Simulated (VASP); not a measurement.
Crystal: Hf2MnS3.

```
Hf Mn S
1.0
     6.21011    0.00000    0.00000
    -3.10505    5.37811    0.00000
     0.00000    0.00000    3.40029
Hf Mn S
2 1 3
Direct
  0.66667 0.33333 0.00000
  0.33333 0.66667 0.00000
  0.00000 0.00000 0.00000
  0.50000 0.50000 0.50000
  0.50000 0.00000 0.50000
  0.00000 0.50000 0.50000
```

The cell was built from a structure type or drawn by symmetry, and may not be a known phase.

```yaml
Program: VASP 6.6.1
Task: relaxation of cell and atoms
Functional: PBE
Potentials_or_basis: VASP PAW PBE potentials, release 64 (Hf_pv, Mn_pv, S)
Cutoff: 600 eV
k_mesh: 3 × 3 × 5
Occupations: gaussian, width 0.2 eV
Spin: collinear spin, ferromagnetic start
Starting_moments: "[0.0, 0.0, 4.0, 0.0, 0.0, 0.0] μB"
```

At the start: pressure 9.6 GPa; volume 18.93 Å³/atom.

**Question.** How do energy, volume and symmetry change on relaxing?

**Answer.** Over 8 steps the energy falls by 50.8 meV/atom and the volume is 20.82 Å³/atom (+10.0 %); space group P6/mmm (No. 191, to 0.1 Å) before and after; moment 4.52 μB per cell.

The path:
```
step  energy change (eV)  largest force (eV/Å)  pressure (GPa)  volume (Å³)
   1              0.0000                0.0000            9.64       113.57
   2              2.2968                0.0000           -7.26       133.32
   3             -0.2745                0.0000           -0.15       123.67
   4             -0.2749                0.0000            0.05       123.35
   5             -0.2749                0.0000            0.17       123.14
   6             -0.2914                0.0000            0.19       123.75
   7             -0.3011                0.0000            0.30       125.48
   8             -0.3046                0.0000            0.22       124.90
```

Final structure:
```
CELL_PARAMETERS angstrom
6.48978 0.00000 0.00000
-3.24489 5.62031 0.00000
0.00000 0.00000 3.42441
ATOMIC_POSITIONS crystal
Hf 0.66667 0.33333 0.00000
Hf 0.33333 0.66667 0.00000
Mn 0.00000 0.00000 0.00000
S 0.50000 0.50000 0.50000
S 0.50000 0.00000 0.50000
S 0.00000 0.50000 0.50000
```

Caveat: the k points lie up to 0.37 Å⁻¹ apart in the final cell; a cell with one magnetic atom can't hold antiferromagnetic order, which such compounds often take.
